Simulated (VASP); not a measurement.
# Si4N in VASP: single point with PBE+D3(BJ)

Aim: the single point of Si4N with PBE+D3(BJ).

Program: VASP 6.6.1. These are calculated values, not measurements. Logs are shortened: lines on timing, memory, paths and dates and some standing lists are left out, and cuts for length are marked.

## 1. The cell of the first run

The cell holds a slab with vacuum, 5 atoms: a = 3.833 Å, b = 3.833 Å, c = 21.103 Å, α = 90.00°, β = 90.00°, γ = 90.00°.

## 2. Single point, PBE+D3(BJ), collinear spin, ferromagnetic start

INCAR

```
PREC = Accurate ; ENCUT = 520
EDIFF = 1E-7 ; ISMEAR = 0
SIGMA = 0.05 ; LREAL = F
LASPH = T ; NELM = 150
ALGO = Normal ; ISIF = 2
LWAVE = F ; LCHARG = T
ISPIN = 2 ; MAGMOM = 0 0 0 0 3
LORBIT = 11 ; LDIPOL = T
IDIPOL = 3 ; DIPOL = 0.5 0.5 0.335
GGA = PE ; IVDW = 12
LELF = T ; LVHAR = T
LVACPOTAV = T ; NBANDS = 22
```

KPOINTS

```
regular mesh
0
Gamma
  7 7 1
```

POSCAR

```
Si4N
1.0
    3.8333442755      0.0000000000      0.0000000000
    0.0000000000      3.8333442755      0.0000000000
    0.0000000000      0.0000000000     21.1034818114
Si N
4 1
Direct
    0.0000000000      0.5000000000      0.1895421825
    0.0000000000      0.0000000000      0.2537634269
    0.5000000000      0.0000000000      0.3207061922
    0.5000000000      0.5000000000      0.3839879070
    0.7500000000      1.0000000000      0.5261445439
```

Potentials or basis: VASP PAW PBE potentials, release 64 (Si, N).

Command:

```sh
> cat potpaw_PBE.64/Si/POTCAR potpaw_PBE.64/N/POTCAR > POTCAR
> mpirun -np 1 vasp_std > vasp.out
```

OUTCAR:

```text
PREC = Accurate
   ENCUT = 520
   EDIFF = 1E-7
   ISMEAR = 0
   LREAL = F
   LASPH = T
   NELM = 150
   ISIF = 2
   ISPIN = 2
   LORBIT = 11
   GGA = PE
   IVDW = 12
 IVDW          = 12

 ion  position               nearest neighbor table
   1  0.000  0.500  0.190-   2 2.35   2 2.35
   2  0.000  0.000  0.254-   1 2.35   1 2.35   3 2.38   3 2.38
   3  0.500  0.000  0.321-   4 2.34   4 2.34   2 2.38   2 2.38
   4  0.500  0.500  0.384-   3 2.34   3 2.34
   5  0.750  0.000  0.526-

  LATTYP: Found a simple tetragonal cell.
 ALAT       =     3.8333442755
 C/A-ratio  =     5.5052404101

  Lattice vectors:

 A1 = (   3.8333442755,   0.0000000000,   0.0000000000)
 A2 = (   0.0000000000,   3.8333442755,   0.0000000000)
 A3 = (   0.0000000000,   0.0000000000,  21.1034818114)

Analysis of symmetry for initial positions (statically):
=====================================================================
 Subroutine PRICEL returns:
 Original cell was already a primitive cell.

 Routine SETGRP: Setting up the symmetry group for a
 simple tetragonal supercell.

 Subroutine GETGRP returns: Found  2 space group operations
 (whereof  2 operations were pure point group operations)
 out of a pool of 16 trial point group operations.

The static configuration has the point symmetry C_1h.

Analysis of symmetry for dynamics (positions and initial velocities):
=====================================================================
 Subroutine PRICEL returns:
 Original cell was already a primitive cell.

 Routine SETGRP: Setting up the symmetry group for a
 simple tetragonal supercell.

 Subroutine GETGRP returns: Found  2 space group operations
 (whereof  2 operations were pure point group operations)
 out of a pool of 16 trial point group operations.

The dynamic configuration has the point symmetry C_1h.

Analysis of structural, dynamic, and magnetic symmetry:
=====================================================================
 Subroutine PRICEL returns:
 Original cell was already a primitive cell.

 Routine SETGRP: Setting up the symmetry group for a
 simple tetragonal supercell.

 Subroutine GETGRP returns: Found  2 space group operations
 (whereof  2 operations were pure point group operations)
 out of a pool of 16 trial point group operations.

The overall configuration has the point symmetry C_1h.

 Subroutine INISYM returns: Found  2 space group operations
 (whereof  2 operations are pure point group operations),
 and found     1 'primitive' translations

----------------------------------------------------------------------------------------

                                     Primitive cell

  volume of cell :     310.1057

  direct lattice vectors                    reciprocal lattice vectors
     3.833344276  0.000000000  0.000000000     0.260868821  0.000000000  0.000000000
     0.000000000  3.833344276  0.000000000     0.000000000  0.260868821  0.000000000
     0.000000000  0.000000000 21.103481811     0.000000000  0.000000000  0.047385546

  length of vectors
     3.833344276  3.833344276 21.103481811     0.260868821  0.260868821  0.047385546

  position of ions in fractional coordinates (direct lattice)
     0.000000000  0.500000000  0.189542182
     0.000000000  0.000000000  0.253763427
     0.500000000  0.000000000  0.320706192
     0.500000000  0.500000000  0.383987907
     0.750000000  0.000000000  0.526144544

  ion indices of the primitive-cell ions
   primitive index   ion index
                 1           1
                 2           2
                 3           3
                 4           4
                 5           5

----------------------------------------------------------------------------------------

 KPOINTS: regular mesh

Automatic generation of k-mesh.
 Grid dimensions read from file:
 generate k-points for:    7    7    1

 Generating k-lattice:

  Cartesian coordinates                     Fractional coordinates (reciprocal lattice)
     0.037266974  0.000000000  0.000000000     0.142857143  0.000000000  0.000000000
     0.000000000  0.037266974  0.000000000     0.000000000  0.142857143  0.000000000
     0.000000000  0.000000000  0.047385546     0.000000000  0.000000000  1.000000000

  Length of vectors
     0.037266974  0.037266974  0.047385546

  Shift w.r.t. Gamma in fractional coordinates (k-lattice)
     0.000000000  0.000000000  0.000000000

 Subroutine IBZKPT returns following result:
 ===========================================

 Found     16 irreducible k-points:

 Following reciprocal coordinates:
            Coordinates               Weight
  0.000000  0.000000  0.000000      1.000000
  0.142857  0.000000  0.000000      2.000000
  0.000000  0.142857  0.000000      2.000000
  0.285714  0.000000  0.000000      2.000000
  0.000000  0.285714  0.000000      2.000000
  0.428571  0.000000  0.000000      2.000000
[... 8 lines left out ...]
 -0.285714  0.428571  0.000000      4.000000
  0.428571  0.428571  0.000000      4.000000
   k-points           NKPTS =     16   k-points in BZ     NKDIM =     16   number of bands    NBANDS=     22
   number of dos      NEDOS =    301   number of ions     NIONS =      5
   total plane-waves  NPLWV = 144000
   dimension x,y,z NGX =    30 NGY =   30 NGZ =  160
   dimension x,y,z NGXF=    60 NGYF=   60 NGZF=  320
   ions per type =               4   1
   NGX,Y,Z   is equivalent  to a cutoff of  13.01, 13.01, 12.60 a.u.
   NGXF,Y,Z  is equivalent  to a cutoff of  26.02, 26.02, 25.21 a.u.
 SYSTEM =  unknown system
   PREC   = accura    normal or accurate (medium, high low for compatibility)
   ISTART =      0    job   : 0-new  1-cont  2-samecut
   ICHARG =      2    charge: 1-file 2-atom 10-const
   ISPIN  =      2    spin polarized calculation?
   LNONCOLLINEAR =      F non collinear calculations
   LSORBIT =      F    spin-orbit coupling
   LASPH  =      T    aspherical Exc in radial PAW
   ENCUT  =  520.0 eV  38.22 Ry    6.18 a.u.   7.13  7.13 39.24*2*pi/ulx,y,z
   NELM   =    150;   NELMIN=  2; NELMDL= -5     # of ELM steps
   EDIFF  = 0.1E-06   stopping-criterion for ELM
   LREAL  =      F    real-space projection
   EDIFFG = 0.1E-05   stopping-criterion for IOM
   NSW    =      0    number of steps for IOM
   IBRION =     -1    ionic relax: 0-MD 1-quasi-New 2-CG
   NFREE  =      0    steps in history (QN), initial steepest desc. (CG)
   ISIF   =      2    stress and relaxation
   ISYM   =      2    0-nonsym 1-usesym 2-fastsym
   POTIM  = 0.5000    time-step for ionic-motion
   TEBEG  =    0.0;   TEEND  =   0.0 temperature during run
   PSTRESS=    0.0 pullay stress
   NELECT =      21.0000    total number of electrons
   NUPDOWN=      -1.0000    fix difference up-down
   EMIN   =  10.00;   EMAX   =-10.00  energy-range for DOS
   EFERMI =   0.00;   METHOD = LEGACY
   ISMEAR =     0;   SIGMA  =   0.05  broadening in eV -4-tet -1-fermi 0-gaus
   EFERMI_NEDOS =   21; number of points for ismear=-14 and -15
   IALGO  =     38    algorithm
   IMIX   =      4    mixing-type and parameters
     AMIX     =   0.40;   BMIX     =  1.00
     AMIX_MAG =   1.60;   BMIX_MAG =  1.00
  volume/ion in A,a.u.               =      62.02       418.54
  Fermi-wavevector in a.u.,A,eV,Ry     =   0.667285  1.260986  6.058256  0.445269
  Thomas-Fermi vector in A             =   1.741845
   LORBIT       =     11    0 simple, 1 ext, 2 COOP (PROOUT), +10 PAW based schemes
   GGA     = PE    functional components
   LHFCALC =     F    Hartree Fock is set to
   AEXX    =    0.0000 exact exchange contribution
   IVDW    =    12    specifies the selected vdW correction
   LEPSILON=     F    determine dielectric tensor
   LRPA    =     F    only Hartree local field effects (RPA)
 spin polarized calculation
 Gauss-broadening in eV      SIGMA  =   0.05
  energy-cutoff  :      520.00
  volume of cell :      310.11
 maximum number of plane-waves:      8388
 NGX is ok and might be reduce to    30
   NGX = 15   NGY = 15   NGZ = 79

 dipolmoment           0.000000      0.000000     -0.007023 electrons x Angstroem

 number of electron      21.0000001 magnetization       2.7316010

 dipolmoment           0.000000      0.000000      0.041228 electrons x Angstroem

 Free energy of the ion-electron system (eV)
  ---------------------------------------------------
  ext. energy  EPLUGINS =         0.00000000
  ---------------------------------------------------
  free energy    TOTEN  =       -21.24910502 eV

  energy without entropy =      -21.24469314  energy(sigma->0) =      -21.24689908

 E-fermi :  -2.4122     XC(G=0):  -3.8923

 val. band max:       -2.4197632835   @ k =   0.1429   0.1429   0.0000
 cond. band min:      -2.3918613274   @ k =  -0.1429   0.4286   0.0000
 fundamental gap:      0.0279019561
 Fermi energy:        -2.4122121899

 spin component 1

 k-point     1 :       0.0000    0.0000    0.0000
  band No.  band energies     occupation
      1     -16.4947      1.00000
      2     -13.2202      1.00000
      3     -11.0694      1.00000
      4      -7.7566      1.00000
      5      -5.0452      1.00000
      6      -4.6539      1.00000
[... 14 lines left out ...]
     21       3.6719      0.00000
     22       4.0310      0.00000

 k-point     2 :       0.1429    0.0000    0.0000
  band No.  band energies     occupation
      1     -16.4829      1.00000
      2     -13.0586      1.00000
      3     -11.0184      1.00000
      4      -7.6621      1.00000
      5      -5.3449      1.00000
      6      -4.9410      1.00000
[... 14 lines left out ...]
     21       3.9164      0.00000
     22       4.5176      0.00000
[... 308 lines left out ...]
      6      -5.3561      1.00000
[... 14 lines left out ...]
     21       4.5546      0.00000
     22       5.1842      0.00000

 k-point    16 :       0.4286    0.4286    0.0000
  band No.  band energies     occupation
      1     -16.3776      1.00000
      2     -10.4650      1.00000
      3      -9.6464      1.00000
      4      -8.8376      1.00000
      5      -8.4296      1.00000
      6      -5.5247      1.00000
[... 14 lines left out ...]
     21       5.2652      0.00000
     22       5.9921      0.00000
 Fermi energy:        -2.4122121899

 spin component 2

 k-point     1 :       0.0000    0.0000    0.0000
  band No.  band energies     occupation
      1     -13.2517      1.00000
      2     -12.0899      1.00000
      3     -11.1052      1.00000
      4      -7.7954      1.00000
      5      -4.3017      1.00000
      6      -4.0564      1.00000
[... 14 lines left out ...]
     21       3.7229      0.00000
     22       4.1605      0.00000

 k-point     2 :       0.1429    0.0000    0.0000
  band No.  band energies     occupation
      1     -13.0906      1.00000
      2     -12.0690      1.00000
      3     -11.0552      1.00000
      4      -7.7008      1.00000
      5      -5.3276      1.00000
      6      -4.1873      1.00000
[... 14 lines left out ...]
     21       4.0934      0.00000
     22       4.5184      0.00000
[... 323 lines left out ...]
     21       4.5720      0.00000
     22       5.2351      0.00000

 k-point    16 :       0.4286    0.4286    0.0000
  band No.  band energies     occupation
      1     -11.8897      1.00000
      2     -10.4898      1.00000
      3      -9.6804      1.00000
      4      -8.8922      1.00000
      5      -8.4722      1.00000
      6      -5.5295      1.00000
[... 14 lines left out ...]
     21       5.3346      0.00000
     22       6.1022      0.00000

------------------------ aborting loop because EDIFF is reached ----------------------------------------

 Edisp (eV)   -0.99303

 E8    (eV) :    -0.4223

  FORCE on cell =-STRESS in cart. coord.  units (eV):
  Direction    XX          YY          ZZ          XY          YZ          ZX
  --------------------------------------------------------------------------------------
  -------------------------------------------------------------------------------------
  Total      -3.83829    -1.29532    -0.91625     0.00000     0.00000    -0.08787
  in kB     -19.83072    -6.69233    -4.73385     0.00000     0.00000    -0.45401
  external pressure =      -10.42 kB  Pullay stress =        0.00 kB

 VOLUME and BASIS-vectors are now :
 -----------------------------------------------------------------------------
  energy-cutoff  :      520.00
  volume of cell :      310.11
      direct lattice vectors                 reciprocal lattice vectors
     3.833344276  0.000000000  0.000000000     0.260868821  0.000000000  0.000000000
     0.000000000  3.833344276  0.000000000     0.000000000  0.260868821  0.000000000
     0.000000000  0.000000000 21.103481811     0.000000000  0.000000000  0.047385546

 POSITION                                       TOTAL-FORCE (eV/Angst)
 -----------------------------------------------------------------------------------
      0.00000      1.91667      4.00000         0.001096      0.000000      0.093225
      0.00000      0.00000      5.35529        -0.006886      0.000000      0.017323
      1.91667      0.00000      6.76802         0.023267      0.000000     -0.049655
      1.91667      1.91667      8.10348         0.006240      0.000000      0.112752
      2.87501      0.00000     11.10348        -0.023716      0.000000     -0.173646
 -----------------------------------------------------------------------------------
    total drift:                               -0.000104      0.000000      0.000045

  FREE ENERGIE OF THE ION-ELECTRON SYSTEM (eV)
  ---------------------------------------------------
  free  energy   TOTEN  =       -22.2421370808 eV

  energy  without entropy=      -22.2377252021  energy(sigma->0) =      -22.23993114

 vacuum level on the upper side and lower side of the slab         3.455         2.948

 total charge

# of ion       s       p       d       tot
------------------------------------------
    1        0.863   0.721   0.000   1.584
    2        0.776   0.894   0.000   1.669
    3        0.776   0.897   0.000   1.673
    4        0.861   0.721   0.000   1.581
    5        1.363   1.911   0.000   3.274
--------------------------------------------------
tot          4.639   5.143   0.000   9.782

 magnetization (x)

# of ion       s       p       d       tot
------------------------------------------
    1       -0.000  -0.012   0.000  -0.013
    2        0.000  -0.010   0.000  -0.009
    3        0.002  -0.008   0.000  -0.005
    4       -0.000  -0.037   0.000  -0.037
    5        0.039   1.870   0.000   1.909
--------------------------------------------------
tot          0.041   1.803   0.000   1.844
```

Run time: 15 min. Hardware: 1 thread of Intel Xeon 8259CL, shared host; peak memory 0.59 GiB.

Results:

- Free energy: -22.2421 eV
- Largest force: 0.175 eV/Å
- Net moment: 2.73 μB per cell
- Site moments: Si -0.01, -0.04 (each value once); N +1.91 μB
- Valence electrons inside the program's atomic spheres: Si 1.58, 1.67 (each value once); N 3.27
- Dispersion energy per atom: -0.199 eV

Forces on the atoms (eV/Å):
```
Si   0.001  0.000  0.093
Si  -0.007  0.000  0.017
Si   0.023  0.000 -0.050
Si   0.006  0.000  0.113
N   -0.024  0.000 -0.174
```

Levels at points of the mesh, in eV from the Fermi level:
Spin up:
| k point | band 10 | band 11 | band 12 | band 13 | band 14 | band 15 |
| --- | --- | --- | --- | --- | --- | --- |
| (0.00, 0.00, 0.00) | -1.38 | -0.48 | 0.60 | 1.42 | 1.91 | 2.06 |
Spin down:
```csv
k point,band 5,band 6,band 7,band 8,band 9,band 10,band 11,band 12,band 13,band 14
"(0.00, 0.00, 0.00)",-1.89,-1.64,-1.63,-0.52,0.31,1.36,1.63,1.87,2.00,2.02
```
